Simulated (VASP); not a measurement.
Write the native input for VASP 6.6.1 that does the following.

```
Task                   : single point
Functional             : r2SCAN
Potentials or basis    : VASP PAW PBE potentials, release 64 (Ti_sv, O)
Cutoff                 : 520 eV
k mesh                 : 6 × 6 × 10
Occupations            : fermi-dirac, width 0.02 eV
Spin                   : no spin polarisation
Dipole correction      : no
Further INCAR settings : ALGO = Normal; EDIFF = 1e-07; NBANDS = 33
```

TiO2:

```
Ti O
1.0
     4.53542    0.00000    0.00000
     0.00000    4.53542    0.00000
     0.00000    0.00000    2.91421
Ti O
2 4
Direct
  0.00000 0.00000 0.00000
  0.50000 0.50000 0.50000
  0.30324 0.30324 0.00000
  0.19676 0.80324 0.50000
  0.69676 0.69676 0.00000
  0.80324 0.19676 0.50000
```

One way to write it, as run:

POSCAR

```
TiO2
1.0
    4.5354209700      0.0000000000      0.0000000000
    0.0000000000      4.5354209700      0.0000000000
    0.0000000000      0.0000000000      2.9142091400
Ti O
2 4
Direct
    0.0000000000      0.0000000000      0.0000000000
    0.5000000000      0.5000000000      0.5000000000
    0.3032409639      0.3032409639      0.0000000000
    0.1967590361      0.8032409639      0.5000000000
    0.6967590361      0.6967590361      0.0000000000
    0.8032409639      0.1967590361      0.5000000000
```

INCAR.step1

```
SYSTEM = TiO2
PREC     = Accurate       ! precision mode
ENCUT    = 520            ! plane-wave cutoff, eV
ISMEAR   = -1             ! smearing method
SIGMA    = 0.02           ! smearing width, eV
LREAL    = .False.        ! projectors in reciprocal space
LASPH    = .True.         ! aspherical terms in the spheres
NELM     = 80             ! most SCF steps
NBANDS   = 33             ! bands
GGA      = PE             ! functional
ALGO     = Normal         ! electronic algorithm
EDIFF    = 1E-4           ! SCF threshold, eV
LWAVE    = .True.         ! write WAVECAR
LCHARG   = .False.        ! write CHGCAR
```

INCAR.step2

```
SYSTEM = TiO2
PREC     = Accurate       ! precision mode
ENCUT    = 520            ! plane-wave cutoff, eV
EDIFF    = 1E-7           ! SCF threshold, eV
ISMEAR   = -1             ! smearing method
SIGMA    = 0.02           ! smearing width, eV
LREAL    = .False.        ! projectors in reciprocal space
LASPH    = .True.         ! aspherical terms in the spheres
NELM     = 80             ! most SCF steps
ALGO     = Normal         ! electronic algorithm
ISIF     = 2              ! what is computed and relaxed
LWAVE    = .False.        ! write WAVECAR
LCHARG   = .False.        ! write CHGCAR
METAGGA  = R2SCAN         ! meta-GGA
LMIXTAU  = .True.       
NBANDS   = 33             ! bands
ISTART   = 1
```

KPOINTS

```
Automatic mesh
0
Gamma
  6 6 10
  0 0 0
```

Potentials or basis: VASP PAW PBE potentials, release 64 (Ti_sv, O).

Run with:

```bash
$ cat potpaw_PBE.64/Ti_sv/POTCAR potpaw_PBE.64/O/POTCAR > POTCAR
$ cp INCAR.step1 INCAR
$ mpirun -np 1 vasp_std > vasp.out
$ cp INCAR.step2 INCAR
$ mpirun -np 1 vasp_std > vasp.out
```

Results of the run:

```yaml
Pressure: 12.0 GPa
Largest_force: 0.030 eV/Å
Band_gap_on_the_k_mesh: 2.28 eV
```

Caveat: the cell stands under pressure; the PAW data sets were made with another functional, which shifts forces and pressure a little.

Wall time 2.5 min on 1 thread of Intel(R) Xeon(R) 6975P-C (Granite Rapids) (shared host), peak memory 0.23 GiB.
